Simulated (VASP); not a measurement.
# KCl (Pm-3m) in VASP: notebook, part 2 of 2

VASP 6.6.1. The steps go on from the part before.

### 3 Single point, PBEsol (volume scaled by 1.01)

INCAR

```
ALGO = Normal
EDIFF = 1E-6
ENCUT = 520
GGA = PS
ISIF = 2
ISMEAR = -1
LASPH = True
LCHARG = True
LELF = True
LREAL = False
LVHAR = True
LWAVE = False
NBANDS = 15
NELM = 100
PREC = Accurate
SIGMA = 0.02
```

KPOINTS

```
k-points
0
Gamma
  7 7 7
```

POSCAR

```
KCl
1.0
    3.6460731784      0.0000000000      0.0000000000
    0.0000000000      3.6460731784      0.0000000000
    0.0000000000      0.0000000000      3.6460731784
K Cl
1 1
Direct
    0.0000000000      0.0000000000      0.0000000000
    0.5000000000      0.5000000000      0.5000000000
```

Potentials or basis: VASP PAW PBE potentials, release 64 (K_sv, Cl).

Command:

```
$ cat potpaw_PBE.64/K_sv/POTCAR potpaw_PBE.64/Cl/POTCAR > POTCAR
$ mpirun -np 1 vasp_std > vasp.out
```

OUTCAR:

```text
EDIFF = 1E-6
   ENCUT = 520
   GGA = PS
   ISIF = 2
   ISMEAR = -1
   LASPH = True
   LREAL = False
   NELM = 100
   PREC = Accurate

 ion  position               nearest neighbor table
   1  0.000  0.000  0.000-   2 3.16   2 3.16   2 3.16   2 3.16   2 3.16   2 3.16   2 3.16   2 3.16

   2  0.500  0.500  0.500-   1 3.16   1 3.16   1 3.16   1 3.16   1 3.16   1 3.16   1 3.16   1 3.16

  LATTYP: Found a simple cubic cell.
 ALAT       =     3.6460731784

  Lattice vectors:

 A1 = (   3.6460731784,   0.0000000000,   0.0000000000)
 A2 = (   0.0000000000,   3.6460731784,   0.0000000000)
 A3 = (   0.0000000000,   0.0000000000,   3.6460731784)

Analysis of symmetry for initial positions (statically):
=====================================================================
 Subroutine PRICEL returns:
 Original cell was already a primitive cell.

 Routine SETGRP: Setting up the symmetry group for a
 simple cubic supercell.

 Subroutine GETGRP returns: Found 48 space group operations
 (whereof 48 operations were pure point group operations)
 out of a pool of 48 trial point group operations.
[... 169 lines left out ...]
      3     -11.1437      2.00000
      4     -11.1437      2.00000
      5     -11.1437      2.00000
      6      -0.3029      2.00000
      7      -0.3029      2.00000
      8      -0.3029      2.00000
      9       5.2457      0.00000
     10       6.1681      0.00000
     11       6.1681      0.00000
     12      10.9443      0.00000
     13      10.9443      0.00000
     14      10.9443      0.00000
[... 329 lines left out ...]
      2     -12.3800      2.00000
      3     -11.4039      2.00000
      4     -11.4023      2.00000
      5     -11.4023      2.00000
      6      -1.7518      2.00000
      7      -1.7518      2.00000
      8      -1.6852      2.00000
      9       8.5826      0.00000
     10       8.9345      0.00000
     11       8.9345      0.00000
     12      10.4295      0.00000
     13      10.4910      0.00000
     14      10.4910      0.00000
     15      13.0996      0.00000

------------------------ aborting loop because EDIFF is reached ----------------------------------------

  FORCE on cell =-STRESS in cart. coord.  units (eV):
  Direction    XX          YY          ZZ          XY          YZ          ZX
  --------------------------------------------------------------------------------------
  -------------------------------------------------------------------------------------
  Total        0.6199754      0.6199754      0.6199754      0.0000000      0.0000000     -0.0000000
  in kB       20.4931592     20.4931592     20.4931592      0.0000000      0.0000000     -0.0000000
  external PRESSURE =      20.4931592 kB  Pullay stress =       0.0000000 kB

 VOLUME and BASIS-vectors are now :
 -----------------------------------------------------------------------------
  energy-cutoff  :      520.00
  volume of cell :       48.47
      direct lattice vectors                 reciprocal lattice vectors
     3.646073178  0.000000000  0.000000000     0.274267671  0.000000000  0.000000000
     0.000000000  3.646073178  0.000000000     0.000000000  0.274267671  0.000000000
     0.000000000  0.000000000  3.646073178     0.000000000  0.000000000  0.274267671

 POSITION                                       TOTAL-FORCE (eV/Angst)
 -----------------------------------------------------------------------------------
      0.00000      0.00000      0.00000         0.000000      0.000000      0.000000
      1.82304      1.82304      1.82304         0.000000      0.000000      0.000000
 -----------------------------------------------------------------------------------
    total drift:                               -0.000000      0.000000      0.000000

  FREE ENERGIE OF THE ION-ELECTRON SYSTEM (eV)
  ---------------------------------------------------
  free  energy   TOTEN  =        -6.8912128983 eV

  energy  without entropy=       -6.8912128983  energy(sigma->0) =       -6.89121290
```

OSZICAR:

```text
N       E                     dE             d eps       ncg     rms          rms(c)
DAV:   1     0.103471243825E+03    0.10347E+03   -0.74045E+03   600   0.988E+02
DAV:   2    -0.161959851272E+01   -0.10509E+03   -0.96776E+02   790   0.249E+02
DAV:   3    -0.695843263639E+01   -0.53388E+01   -0.53125E+01   824   0.502E+01
DAV:   4    -0.713660785925E+01   -0.17818E+00   -0.17811E+00   887   0.835E+00
DAV:   5    -0.713812197227E+01   -0.15141E-02   -0.15141E-02   852   0.854E-01    0.356E+00
DAV:   6    -0.691915827251E+01    0.21896E+00   -0.21577E-01   726   0.329E+00    0.301E+00
DAV:   7    -0.689043957260E+01    0.28719E-01   -0.71476E-02   789   0.196E+00    0.171E+00
DAV:   8    -0.689112448938E+01   -0.68492E-03   -0.15325E-02   820   0.966E-01    0.223E-01
DAV:   9    -0.689107011417E+01    0.54375E-04   -0.53352E-04   797   0.158E-01    0.911E-02
DAV:  10    -0.689121553314E+01   -0.14542E-03   -0.19990E-04   685   0.113E-01    0.299E-02
DAV:  11    -0.689121188531E+01    0.36478E-05   -0.15831E-05   838   0.305E-02    0.117E-02
DAV:  12    -0.689121301034E+01   -0.11250E-05   -0.74594E-07   482   0.696E-03    0.208E-03
DAV:  13    -0.689121289834E+01    0.11200E-06   -0.97316E-08   475   0.277E-03
   1 F= -.68912129E+01 E0= -.68912129E+01  d E =-.368260E-12
```

stdout:

```text
POSCAR found type information on POSCAR K Cl
 POSCAR found :  2 types and       2 ions
 scaLAPACK will be used
 -----------------------------------------------------------------------------
|                                                                             |
|                                                                             |
|     You enforced a specific xc type in the INCAR file but a different       |
|     I HOPE YOU KNOW WHAT YOU ARE DOING!                                     |
|                                                                             |
 -----------------------------------------------------------------------------

 LDA part: xc-table for (Slater+PW92), standard interpolation
 POSCAR, INCAR and KPOINTS ok, starting setup
 FFT: planning ... GRIDC
 FFT: planning ... GRID_SOFT
 FFT: planning ... GRID
 WAVECAR not read
 entering main loop
```

It took 16 s on 1 thread of Intel Xeon Platinum 8259CL at 2.50GHz (Skylake/Cascade Lake), shared host; peak memory 0.15 GiB.

Results:

```
Free energy            : -6.8912 eV
Pressure               : 2.0 GPa
Band gap on the k mesh : 5.34 eV, indirect (least direct gap 5.55 eV)
```

Caveat: the PAW data sets were made with another functional, which shifts forces and pressure a little. A k mesh can miss the band edges.
